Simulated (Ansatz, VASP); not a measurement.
## AlN in VASP and in Ansatz

```xyz
8
Lattice="-3.1067 0.0000 0.0000 0.0000 0.0000 -4.9784 0.0000 -5.3809 0.0000" Properties=species:S:1:pos:R:3 pbc="T T T"
Al   -1.6658   -0.8968   -4.9700
Al    0.1125   -3.5873   -4.9700
Al   -0.1125   -1.7936   -2.4808
Al   -1.4408   -4.4841   -2.4808
N    -1.6546   -0.8968   -3.0701
N     0.1012   -3.5873   -3.0701
N    -0.1012   -1.7936   -0.5809
N    -1.4521   -4.4841   -0.5809
```

Change from the starting cell: mode 4 (235.2 1/cm) frozen in, largest displacement +0.113 Å.

Alike in both runs: task single point; functional r2SCAN; k mesh 8 × 6 × 4; occupations gaussian, width 0.05 eV; no spin polarisation.

|  | VASP | Ansatz |
| --- | --- | --- |
| version | VASP 6.6.1 | Ansatz 0.2.0 |
| potentials or method | VASP PAW PBE potentials, release 64 (Al, N), cutoff 520 eV | scalar-relativistic, plane waves, PAW |
| valence electrons in the cell | 32 | 32 |

```csv
,VASP,Ansatz,Ansatz less VASP
gap on the k mesh at the Fermi level (eV),4.85,4.81,-0.039
least direct gap on the mesh (eV),4.85,4.81,-0.039
pressure (GPa),-0.8,-0.4,+0.41
"traceless stress, the component that is largest in VASP (GPa)",0.75,0.76,+0.014
rms of the force components (eV/Å),0.287,0.285,-0.0020
```

VASP's potentials were made for PBE, not for r2SCAN. Atom by atom the forces differ by 0.002 eV/Å (rms over components).
